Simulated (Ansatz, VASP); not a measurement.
## Two plane-wave programs on PbO

The input INCAR:

```
  ALGO = Normal
  EDIFF = 1E-7
  ENCUT = 520
  GGA = PE
  ISIF = 2
  ISMEAR = 0
  LASPH = True
  LCHARG = False
  LREAL = False
  LWAVE = False
  NBANDS = 28
  NELM = 60
  PREC = Accurate
  SIGMA = 0.05
```

KPOINTS

```
k-points
0
Gamma
  8 8 6
```

File POSCAR:

```
PbO
1.0
    4.0042080000      0.0000000000      0.0000000000
    0.0000000000      3.9445920000      0.0000000000
    0.0000000000      0.0000000000      5.0220000000
Pb O
2 2
Direct
    0.0000000000      0.5000000000      0.2351000000
    0.5000000000      0.0000000000      0.7649000000
    0.0000000000      0.0000000000      0.0000000000
    0.5000000000      0.5000000000      0.0000000000
```

Input for Ansatz:

```yaml
crystal:
  lattice:
    - [4.004208, 0.0, 0.0]
    - [0.0, 3.944592, 0.0]
    - [0.0, 0.0, 5.022]
  atoms:
    - { symbol: Pb, position: [0.0, 0.5, 0.2351] }
    - { symbol: Pb, position: [0.5, 0.0, 0.7649] }
    - { symbol: O, position: [0.0, 0.0, 0.0] }
    - { symbol: O, position: [0.5, 0.5, 0.0] }
basis:
  ecutwfc: 420
kpoints:
  mp_grid: { grid: [8, 8, 6] }
hamiltonian:
  xc: pbe
scf:
  occupations: { method: gaussian, width: 0.05 }
output:
  forces: true
  stress: true
  eigenvalues: true
```

Change from the starting cell: strain +0.0075 x Voigt [1, -1, 0, 0, 0, 0], atoms carried along.

Alike in both runs: task single point; functional PBE; k mesh 8 × 8 × 6; occupations gaussian, width 0.05 eV; no spin polarisation.

|  | VASP | Ansatz |
| --- | --- | --- |
| version | VASP 6.6.1 | Ansatz 0.2.0 |
| potentials or method | VASP PAW PBE potentials, release 64 (Pb_d, O), cutoff 520 eV | scalar-relativistic, plane waves, PAW |
| valence electrons in the cell | 40 | 40 |

|  | VASP | Ansatz | Ansatz less VASP |
| --- | --- | --- | --- |
| gap on the k mesh at the Fermi level (eV) | 1.24 | 1.23 | -0.007 |
| least direct gap on the mesh (eV) | 2.32 | 2.33 | +0.005 |
| pressure (GPa) | 5.0 | 4.9 | -0.08 |
| traceless stress, the component that is largest in VASP (GPa) | 0.92 | 0.90 | -0.025 |
| rms of the force components (eV/Å) | 0.211 | 0.194 | -0.0176 |

Atom by atom the forces differ by 0.018 eV/Å (rms over components). The functional is the same, so the differences come from potentials, cutoffs and numerics.

Spin-orbit coupling is off throughout.
